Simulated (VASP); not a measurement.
Write the native input for VASP 6.6.1 that does the following.

| Quantity | Value |
| --- | --- |
| Task | single point |
| Functional | PBE |
| Potentials or basis | VASP PAW PBE potentials, release 64 (Si, O) |
| Cutoff | 520 eV |
| k mesh | 10 × 10 × 10 |
| Occupations | fermi-dirac, width 0.02 eV |
| Spin | no spin polarisation |
| Dipole correction | no |
| Further INCAR settings | ALGO = Normal; EDIFF = 1e-07; NBANDS = 15 |

The structure of SiO2 lies in POSCAR:

```
SiO2
1.0
    0.0357738720      2.2641691115      2.2641691115
    2.2641691115      0.0357738720      2.2641691115
    2.2999429835      2.2999429835      0.0000000000
Si O
1 2
Direct
    0.0000000000      0.0000000000      0.0000000000
    0.2511522205      0.2511522205      0.2488477795
    0.7488477795      0.7488477795      0.7511522205
```

This cell differs from its parent crystal: shear xy strain +3.2%.

The input as run:

INCAR

```
SYSTEM = SiO2
PREC     = Accurate       ! precision mode
ENCUT    = 520            ! plane-wave cutoff, eV
EDIFF    = 1E-7           ! SCF threshold, eV
ISMEAR   = -1             ! smearing method
SIGMA    = 0.02           ! smearing width, eV
LREAL    = .FALSE.        ! projectors in reciprocal space
LASPH    = .TRUE.         ! aspherical terms in the spheres
NELM     = 60             ! most SCF steps
ALGO     = Normal         ! electronic algorithm
ISIF     = 2              ! what is computed and relaxed
LWAVE    = .FALSE.        ! write WAVECAR
LCHARG   = .FALSE.        ! write CHGCAR
GGA      = PE             ! functional
NBANDS   = 15             ! bands
```

KPOINTS

```
Automatic mesh
0
G
  10 10 10
  0 0 0
```

Potentials or basis: VASP PAW PBE potentials, release 64 (Si, O).

Launch:

```console
$ cat potpaw_PBE.64/Si/POTCAR potpaw_PBE.64/O/POTCAR > POTCAR
$ mpirun -np 1 vasp_std > vasp.out
```

It gave:

```
Pressure               : 10.6 GPa
Largest force          : 0.028 eV/Å
Band gap on the k mesh : 2.08 eV
```

Caveat: the cell differs from its parent crystal (shear xy strain +3.2%); the cell stands under pressure.

Run time: 36 s on 1 thread of Intel(R) Xeon(R) Platinum 8175M CPU @ 2.50GHz (Skylake/Cascade Lake) (shared host), peak memory 0.17 GiB.
